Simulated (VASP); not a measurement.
Crystal: BiB.

```xyz
2
Lattice="0.0000 2.6268 2.6268 2.6268 0.0000 2.6268 2.6268 2.6268 0.0000" Properties=species:S:1:pos:R:3 pbc="T T T"
B     0.0000    0.0000    0.0000
Bi    2.6268    2.6268    2.6268
```

Base run:

| Item | Value |
| --- | --- |
| Program | VASP 6.6.1 |
| Functional | PBEsol |
| Potentials or basis | VASP PAW PBE potentials, release 64 (B, Bi_d) |
| Cutoff | 500 eV |
| k mesh | 6 × 6 × 6 |
| Occupations | fermi-dirac, width 0.02 eV |
| Spin | no spin polarisation |

Its results: band gap on the k mesh zero (bands 9 and 10 overlap by 4.08 eV); pressure -2.1 GPa.

Task: The run is repeated on the same cell with these changes: functional from PBEsol to HSE06; cutoff from 500 eV to 520 eV; k mesh from 6 × 6 × 6 to 4 × 4 × 4. What comes out?

Result: Band gap on the k mesh zero (bands 9 and 10 overlap by 4.60 eV); pressure 0.7 GPa.

Several settings changed at once.

Caveats: some runs use coarse meshes; the PAW data sets were made with another functional, which shifts forces and pressure a little; spin-orbit coupling is left out, which moves the levels of the heavy elements.
